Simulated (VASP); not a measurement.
A run of VASP 6.6.1 is set up as follows.

The input INCAR:

```
SYSTEM = Sb
PREC = Accurate
ENCUT = 400
EDIFF = 1E-8
ISMEAR = -1
SIGMA = 0.08
LREAL = .False.
LASPH = .True.
NELM = 120
ALGO = Normal
ISIF = 2
LWAVE = .False.
LCHARG = .False.
GGA = PE
LEFG = .True.
NBANDS = 8
GGA_COMPAT = .False.
```

The input KPOINTS:

```
Automatic mesh
0
Gamma
  12 12 12
  0 0 0
```

The input POSCAR:

```
Sb
1.0
    3.0960408524      0.0000000000      0.0000000000
    0.0000000000      3.0960408524      0.0000000000
    0.0000000000      0.0000000000      3.0960408524
Sb
1
Direct
    0.0000000000      0.0000000000      0.0000000000
```

Potentials or basis: VASP PAW PBE potentials, release 64 (Sb).

Run with:

```bash
$ cat potpaw_PBE.64/Sb/POTCAR > POTCAR
$ mpirun -np 1 vasp_std > vasp.out
```

(1) Predict the pressure.

## Answers

(1) 0.8 GPa.

Caveat: without QUAD_EFG the Cq values of the log hold for a quadrupole moment of 1 mb, not for the nuclei.
